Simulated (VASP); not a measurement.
LiZn, 4 atoms in the cell. Symmetry: Fd-3m, No. 227, cubic system. The conventional cell has a = 6.055 Å, b = 6.055 Å, c = 6.055 Å, α = 90.00°, β = 90.00°, γ = 90.00°. Within 3.5 Å of Li (site symmetry -43m) lie 4 Li at 2.62 Å and 10 Zn at 2.62 to 3.03 Å. Zn (site symmetry -43m) has 10 Li at 2.62 to 3.03 Å and 4 Zn at 2.62 Å within 3.5 Å. 

| Item | Value |
| --- | --- |
| Program | VASP 6.6.1 |
| Task | relaxation of cell and atoms |
| Functional | PBEsol |
| Potentials or basis | VASP PAW PBE potentials, release 64 (Li_sv, Zn) |
| Cutoff | 600 eV |
| k mesh | 12 × 12 × 12 |
| Occupations | gaussian, width 0.1 eV |
| Spin | no spin polarisation |
| Dipole correction | no |
| Further INCAR settings | ALGO = Normal; EDIFF = 1e-06; IBRION = 2; EDIFFG = -0.005; NSW = 100; ISIF = 3 |

Potentials or basis: VASP PAW PBE potentials, release 64 (Li_sv, Zn).

Run with:

```bash
$ cat potpaw_PBE.64/Li_sv/POTCAR potpaw_PBE.64/Zn/POTCAR > POTCAR
$ mpirun -np 1 vasp_std > vasp.out
```

Hardware: 1 thread of Intel Xeon 8259CL (shared host).

Question: How long does it take, and how much memory?

Answer: Run time: 3.6 min on 1 thread of Intel Xeon 8259CL (shared host), peak memory 0.26 GiB. Counts: scf iterations 29, k points 72, ion steps 5.
